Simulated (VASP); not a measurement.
# Hf2TaN2 (R-3m) in VASP: single point with PBE

Aim: the single point of Hf2TaN2 with PBE.

Program: VASP 6.6.1. These are calculated values, not measurements. Logs are shortened: lines on timing, memory, paths and dates and some standing lists are left out, and cuts for length are marked.

### 1 The cell of the first run

Symmetry: R-3m, No. 166, trigonal system. Conventional cell: a = 4.202 Å, b = 4.202 Å, c = 15.541 Å, α = 90.00°, β = 90.00°, γ = 120.00°. Within 2.4 Å of Hf (site symmetry 3m) lie 1 N at 1.82 Å. Within 3.3 Å of Ta (site symmetry -3m) lie 6 N at 2.49 Å and 6 Hf at 2.74 Å. N (site symmetry 3m) has 4 Hf at 1.82 to 2.53 Å and 3 Ta at 2.49 Å and 3 N at 2.67 Å within 2.7 Å.

The cell was generated, and may not be a known phase.

### 2 Single point, PBE, collinear spin

INCAR

```
SYSTEM = Hf2TaN2
  PREC = Accurate
  ENCUT = 520
  EDIFF = 1E-7
  ISMEAR = 0
  SIGMA = 0.1
  LREAL = .FALSE.
  LASPH = .TRUE.
  NELM = 150
  ALGO = Normal
  ISIF = 2
  LWAVE = .FALSE.
  LCHARG = .FALSE.
  ISPIN = 2
  MAGMOM = 0 0 1 0 0
  LORBIT = 11
  LMAXMIX = 4
  GGA = PE
  NBANDS = 32
```

KPOINTS

```
regular mesh
0
G
  6 6 6
  0 0 0
```

POSCAR

```
Hf2TaN2
1.0
    2.1010188100      1.2130237800      5.1802643900
   -2.1010188100      1.2130237800      5.1802643900
    0.0000000000     -2.4260475500      5.1802643900
Hf Ta N
2 1 2
Direct
    0.5851254700      0.5851254700      0.5851254700
    0.4148745300      0.4148745300      0.4148745300
    0.0000000000      0.0000000000      0.0000000000
    0.7023445700      0.7023445700      0.7023445700
    0.2976554300      0.2976554300      0.2976554300
```

Potentials or basis: VASP PAW PBE potentials, release 64 (Hf_pv, Ta_pv, N).

Run with:

```bash
$ cat potpaw_PBE.64/Hf_pv/POTCAR potpaw_PBE.64/Ta_pv/POTCAR potpaw_PBE.64/N/POTCAR > POTCAR
$ mpirun -np 1 vasp_std > vasp.out
```

OUTCAR:

```text
SYSTEM = Hf2TaN2
   PREC = Accurate
   ENCUT = 520
   EDIFF = 1E-7
   ISMEAR = 0
   LREAL = .FALSE.
   LASPH = .TRUE.
   NELM = 150
   ISIF = 2
   ISPIN = 2
   LORBIT = 11
   GGA = PE

 ion  position               nearest neighbor table
   1  0.585  0.585  0.585-   4 1.82   5 2.53   5 2.53   5 2.53   2 2.65   3 2.74   3 2.74   3 2.74
                             2 3.51   2 3.51   2 3.51
   2  0.415  0.415  0.415-   5 1.82   4 2.53   4 2.53   4 2.53   1 2.65   3 2.74   3 2.74   3 2.74
                             1 3.51   1 3.51   1 3.51
   3  0.000  0.000  0.000-   4 2.49   4 2.49   5 2.49   5 2.49   4 2.49   5 2.49   2 2.74   1 2.74
                             2 2.74   1 2.74   2 2.74   1 2.74
   4  0.702  0.702  0.702-   1 1.82   3 2.49   3 2.49   3 2.49   2 2.53   2 2.53   2 2.53
   5  0.298  0.298  0.298-   2 1.82   3 2.49   3 2.49   3 2.49   1 2.53   1 2.53   1 2.53

  LATTYP: Found a trigonal (rhomboedric) cell.
 ALAT       =     5.7202137968
 COS(alpha) =     0.7301854565

  Lattice vectors:

 A1 = (   2.1010188100,   1.2130237800,   5.1802643900)
 A2 = (  -2.1010188100,   1.2130237800,   5.1802643900)
 A3 = (   0.0000000000,  -2.4260475500,   5.1802643900)

Analysis of symmetry for initial positions (statically):
=====================================================================
 Subroutine PRICEL returns:
 Original cell was already a primitive cell.

 Routine SETGRP: Setting up the symmetry group for a
 trigonal (rhombohedral) supercell.

 Subroutine GETGRP returns: Found 12 space group operations
 (whereof 12 operations were pure point group operations)
 out of a pool of 12 trial point group operations.

The static configuration has the point symmetry D_3d.

Analysis of symmetry for dynamics (positions and initial velocities):
=====================================================================
 Subroutine PRICEL returns:
 Original cell was already a primitive cell.

 Routine SETGRP: Setting up the symmetry group for a
 trigonal (rhombohedral) supercell.

 Subroutine GETGRP returns: Found 12 space group operations
 (whereof 12 operations were pure point group operations)
 out of a pool of 12 trial point group operations.

The dynamic configuration has the point symmetry D_3d.

Analysis of structural, dynamic, and magnetic symmetry:
=====================================================================
 Subroutine PRICEL returns:
 Original cell was already a primitive cell.

 Routine SETGRP: Setting up the symmetry group for a
 trigonal (rhombohedral) supercell.

 Subroutine GETGRP returns: Found 12 space group operations
 (whereof 12 operations were pure point group operations)
 out of a pool of 12 trial point group operations.

The overall configuration has the point symmetry D_3d.
[... 143 lines left out ...]

 number of electron      41.0000000 magnetization       0.0216984

 number of electron      41.0000000 magnetization      -0.0108519

 Free energy of the ion-electron system (eV)
  ---------------------------------------------------
  ext. energy  EPLUGINS =         0.00000000
  ---------------------------------------------------
  free energy    TOTEN  =       -44.94243345 eV

  energy without entropy =      -44.92089636  energy(sigma->0) =      -44.93166490

 E-fermi :   5.4860     XC(G=0): -11.2855

 val. band max:        5.4832043705   @ k =  -0.3333  -0.3333   0.1667
 cond. band min:       5.4911991183   @ k =   0.5000   0.5000   0.3333
 fundamental gap:      0.0079947478
 Fermi energy:         5.4859920729

 spin component 1

 k-point     1 :       0.0000    0.0000    0.0000
  band No.  band energies     occupation
      1     -29.2917      1.00000
      2     -29.2917      1.00000
      3     -28.8874      1.00000
      4     -26.8408      1.00000
      5     -25.6548      1.00000
      6     -25.5856      1.00000
[... 829 lines left out ...]
     31      10.8007      0.00000
     32      11.4707      0.00000

 [... further k-points ...]

 spin component 2

 k-point     1 :       0.0000    0.0000    0.0000
  band No.  band energies     occupation
      1     -29.2918      1.00000
      2     -29.2918      1.00000
      3     -28.8875      1.00000
      4     -26.8420      1.00000
      5     -25.6559      1.00000
      6     -25.5866      1.00000
[... 829 lines left out ...]
     31      10.7988      0.00000
     32      11.4689      0.00000

 [... further k-points ...]

------------------------ aborting loop because EDIFF is reached ----------------------------------------

  FORCE on cell =-STRESS in cart. coord.  units (eV):
  Direction    XX          YY          ZZ          XY          YZ          ZX
  --------------------------------------------------------------------------------------
  -------------------------------------------------------------------------------------
  Total       -4.2439062     -4.2439062     32.4631611      0.0000000      0.0000000      0.0000000
  in kB      -85.8368809    -85.8368811    656.5970989      0.0000000      0.0000004      0.0000000
  external PRESSURE =     161.6411123 kB  Pullay stress =       0.0000000 kB

 VOLUME and BASIS-vectors are now :
 -----------------------------------------------------------------------------
  energy-cutoff  :      520.00
  volume of cell :       79.21
      direct lattice vectors                 reciprocal lattice vectors
     2.101018810  1.213023780  5.180264390     0.237979783  0.137397692  0.064346780
    -2.101018810  1.213023780  5.180264390    -0.237979783  0.137397692  0.064346780
     0.000000000 -2.426047550  5.180264390     0.000000000 -0.274795383  0.064346780

 POSITION                                       TOTAL-FORCE (eV/Angst)
 -----------------------------------------------------------------------------------
      0.00000      0.00000      9.09331         0.000000     -0.000000     -3.652595
      0.00000      0.00000      6.44748         0.000000      0.000000      3.652595
      0.00000      0.00000      0.00000         0.000000     -0.000000     -0.000000
      0.00000      0.00000     10.91499         0.000000      0.000000      5.177198
      0.00000      0.00000      4.62580         0.000000     -0.000000     -5.177198
 -----------------------------------------------------------------------------------
    total drift:                                0.000000      0.000000     -0.000000

  FREE ENERGIE OF THE ION-ELECTRON SYSTEM (eV)
  ---------------------------------------------------
  free  energy   TOTEN  =       -44.9424334455 eV

  energy  without entropy=      -44.9208963622  energy(sigma->0) =      -44.93166490

 total charge

# of ion       s       p       d       tot
------------------------------------------
    1        0.407   6.480   2.056   8.943
    2        0.407   6.480   2.056   8.943
    3        0.328   6.083   2.691   9.102
    4        1.268   2.445   0.000   3.713
    5        1.268   2.445   0.000   3.713
--------------------------------------------------
tot          3.679  23.933   6.802  34.414

 magnetization (x)

# of ion       s       p       d       tot
------------------------------------------
    1       -0.000  -0.000  -0.001  -0.002
    2       -0.000  -0.000  -0.001  -0.002
    3        0.000  -0.000   0.000  -0.000
    4       -0.000  -0.001   0.000  -0.001
    5       -0.000  -0.001   0.000  -0.001
--------------------------------------------------
tot         -0.001  -0.002  -0.003  -0.006
```

OSZICAR:

```text
N       E                     dE             d eps       ncg     rms          rms(c)
DAV:   1     0.264723549272E+03    0.26472E+03   -0.22037E+04  4120   0.126E+03
DAV:   2    -0.345701849226E+02   -0.29929E+03   -0.28578E+03  4848   0.351E+02
DAV:   3    -0.510045612660E+02   -0.16434E+02   -0.16087E+02  5088   0.705E+01
DAV:   4    -0.513096337532E+02   -0.30507E+00   -0.30392E+00  4784   0.995E+00
DAV:   5    -0.513151179981E+02   -0.54842E-02   -0.54817E-02  5456   0.115E+00    0.884E+01
DAV:   6    -0.454996833035E+02    0.58154E+01   -0.28964E+01  4776   0.266E+01    0.445E+01
DAV:   7    -0.453160720646E+02    0.18361E+00   -0.56526E+00  4664   0.117E+01    0.283E+01
DAV:   8    -0.449437258840E+02    0.37235E+00   -0.10866E+00  4808   0.637E+00    0.347E+00
DAV:   9    -0.449459039423E+02   -0.21781E-02   -0.14055E-01  5088   0.184E+00    0.240E+00
DAV:  10    -0.449424874675E+02    0.34165E-02   -0.75445E-03  4888   0.524E-01    0.972E-01
DAV:  11    -0.449426672320E+02   -0.17976E-03   -0.32880E-03  5128   0.305E-01    0.582E-01
DAV:  12    -0.449424341112E+02    0.23312E-03   -0.10880E-03  4840   0.175E-01    0.843E-02
DAV:  13    -0.449424354378E+02   -0.13266E-05   -0.92183E-05  4928   0.528E-02    0.109E-01
DAV:  14    -0.449424336465E+02    0.17913E-05   -0.61375E-06  5032   0.127E-02    0.409E-02
DAV:  15    -0.449424334808E+02    0.16565E-06   -0.93811E-07  4944   0.483E-03    0.174E-02
DAV:  16    -0.449424334455E+02    0.35361E-07   -0.59878E-07  4568   0.349E-03
   1 F= -.44942433E+02 E0= -.44931665E+02  d E =-.215371E-01  mag=    -0.0098
```

stdout:

```text
POSCAR found type information on POSCAR HfTaN
 POSCAR found :  3 types and       5 ions
 scaLAPACK will be used
 LDA part: xc-table for (Slater+PW92), standard interpolation
 POSCAR, INCAR and KPOINTS ok, starting setup
 FFT: planning ... GRIDC
 FFT: planning ... GRID_SOFT
 FFT: planning ... GRID
 WAVECAR not read
 entering main loop
```

Run time: 6 min. Hardware: 1 thread of AMD EPYC 7R13 (Zen 3), shared host; peak memory 0.45 GiB.

What came out:

| Quantity | Value |
| --- | --- |
| Free energy | -44.9424 eV |
| Pressure | 16.2 GPa |
| Largest force | 5.177 eV/Å |
| Net moment | -0.01 μB per cell |
| Valence electrons inside the program's atomic spheres | Hf 8.94; Ta 9.10; N 3.71 |

Forces in eV/Å, atoms in the order of the input:
```
Hf   0.000  0.000 -3.653
Hf   0.000  0.000  3.653
Ta   0.000  0.000  0.000
N    0.000  0.000  5.177
N    0.000  0.000 -5.177
```

Stress tensor (GPa, compression positive):
```
-8.58  0.00  0.00
 0.00 -8.58  0.00
 0.00  0.00 65.66
```

Caveat: the stress differs along the axes, from -9 to 66 GPa; spin-orbit coupling is left out, which moves the levels of the heavy elements; forces of over 1 eV/Å act on the atoms, so gaps and moduli don't describe the material at rest.
